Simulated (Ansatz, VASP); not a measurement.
## Two plane-wave programs on NaI

POSCAR

```
NaI
1.0
    5.4164807906      0.0000000000      0.0000000000
   -2.7082403953      4.6908099638      0.0000000000
    0.0000000000      0.0000000000      6.4591768406
Na I
2 2
Direct
    0.3333333333      0.6666666667     -0.0625512453
    0.6666666667      0.3333333333      0.4374487547
    0.3333333333      0.6666666667      0.4375512453
    0.6666666667      0.3333333333      0.9375512453
```

INCAR.step1

```
PREC = Accurate
ENCUT = 520
EDIFF = 1E-5
ISMEAR = 0
SIGMA = 0.01
LREAL = False
LASPH = True
NELM = 80
ALGO = Normal
ISIF = 2
LWAVE = True
LCHARG = False
NBANDS = 22
GGA = PE
LUSENCCL = False
```

File INCAR.step2:

```
PREC = Accurate
ENCUT = 520
EDIFF = 1E-7
ISMEAR = 0
SIGMA = 0.01
LREAL = False
LASPH = True
NELM = 80
ALGO = Normal
ISIF = 2
LWAVE = False
LCHARG = False
GGA = PE
LHFCALC = True
AEXX = 0.2
HFSCREEN = 0.1
PRECFOCK = Normal
NBANDS = 22
ISTART = 1
LUSENCCL = False
```

KPOINTS

```
regular mesh
0
Gamma
  6 6 2
```

Input for Ansatz:

```yaml
crystal:
  lattice:
    - [5.4164807906, 0.0, 0.0]
    - [-2.7082403953, 4.6908099638, 0.0]
    - [0.0, 0.0, 6.4591768406]
  atoms:
    - { symbol: Na, position: [0.3333333333, 0.6666666667, -0.0625512453] }
    - { symbol: Na, position: [0.6666666667, 0.3333333333, 0.4374487547] }
    - { symbol: I, position: [0.3333333333, 0.6666666667, 0.4375512453] }
    - { symbol: I, position: [0.6666666667, 0.3333333333, 0.9375512453] }
kpoints:
  mp_grid: { grid: [6, 6, 2] }
hamiltonian:
  xc: { exchange: pbe, correlation: pbe, exx: { coeff: 0.2, omega: 0.1 } }
scf:
  occupations: { method: fixed }
  n_extra_bands: 5
output:
  forces: true
  stress: true
  eigenvalues: true
```

Alike in both runs: task single point; functional PBE-based screened hybrid; k mesh 6 × 6 × 2; no spin polarisation.

```csv
,VASP,Ansatz
version,VASP 6.6.1,Ansatz 0.2.0
potentials or method,"VASP PAW PBE potentials, release 64 (Na_pv, I)",plane waves
plane-wave cutoff (eV),520,420
occupations,"gaussian, width 0.01 eV",fixed
valence electrons in the cell,28,52
```

```tsv
	VASP	Ansatz	Ansatz less VASP
gap on the k mesh at the Fermi level (eV)	4.59	4.60	+0.008
pressure (GPa)	0.2	0.2	0.00
```

VASP's potentials were made for PBE, not for PBE-based screened hybrid. VASP's potentials hold 28 valence electrons a cell and Ansatz's 52, so a difference there can come from the potentials and not from the codes. Ansatz's warnings: stress exchange threshold loose, stress scf threshold loose.

The k mesh is coarse, so the values compare programs but aren't converged. Neither program's run includes spin-orbit coupling.
